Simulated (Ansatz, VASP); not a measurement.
## One calculation of NaH, two programs

POSCAR

```
NaH
1.0
    0.0000000000      2.4440365864      2.4440365864
    2.4440365864      0.0000000000      2.4440365864
    2.4440365864      2.4440365864      0.0000000000
Na H
1 1
Direct
    0.0000000000      0.0000000000      0.0000000000
    0.5000000000      0.5000000000      0.5000000000
```

Contents of INCAR.step1:

```
SYSTEM = NaH
  PREC = Accurate
  ENCUT = 520
  ISMEAR = -1
  SIGMA = 0.2
  LREAL = .False.
  LASPH = .True.
  NELM = 80
  NBANDS = 11
  GGA = PE
  ALGO = Normal
  EDIFF = 1E-4
  LWAVE = .True.
  LCHARG = .False.
```

The input INCAR.step2:

```
SYSTEM = NaH
  PREC = Accurate
  ENCUT = 520
  EDIFF = 1E-6
  ISMEAR = -1
  SIGMA = 0.2
  LREAL = .False.
  LASPH = .True.
  NELM = 80
  ALGO = Normal
  ISIF = 2
  LWAVE = .False.
  LCHARG = .False.
  METAGGA = R2SCAN
  LMIXTAU = .True.
  NBANDS = 11
  ISTART = 1
```

Contents of KPOINTS:

```
regular mesh
0
Gamma
  10 10 10
  0 0 0
```

Input for Ansatz:

```yaml
crystal:
  lattice:
    - [0.0, 2.4440365864, 2.4440365864]
    - [2.4440365864, 0.0, 2.4440365864]
    - [2.4440365864, 2.4440365864, 0.0]
  atoms:
    - { symbol: Na, position: [0.0, 0.0, 0.0] }
    - { symbol: H, position: [0.5, 0.5, 0.5] }
basis:
  ecutwfc: 520.0
kpoints:
  mp_grid: { grid: [10, 10, 10] }
hamiltonian:
  xc: r2scan
scf:
  occupations: { method: fermi_dirac, width: 0.2 }
output:
  forces: true
  stress: true
  eigenvalues: true
```

Alike in both runs: task single point; functional r2SCAN; k mesh 10 × 10 × 10; occupations fermi-dirac, width 0.2 eV; no spin polarisation.

|  | VASP | Ansatz |
| --- | --- | --- |
| version | VASP 6.6.1 | Ansatz 0.2.0 |
| potentials or method | VASP PAW PBE potentials, release 64 (Na_pv, H), cutoff 520 eV | scalar-relativistic, plane waves, PAW |
| valence electrons in the cell | 8 | 10 |

VASP gave:

```
gap on the k mesh at the Fermi level (eV) : 4.32
least direct gap on the mesh (eV)         : 5.13
pressure (GPa)                            : -1.4
```

Q: Estimate Ansatz's values.

A: gap on the k mesh at the Fermi level (eV): 4.31; least direct gap on the mesh (eV): 5.13; pressure (GPa): -1.3.

VASP's potentials were made for PBE, not for r2SCAN. With one functional, cell and mesh, what is left measures potentials, basis and numerics. VASP's potentials hold 8 valence electrons a cell and Ansatz's 10, so a difference there can come from the potentials and not from the codes.
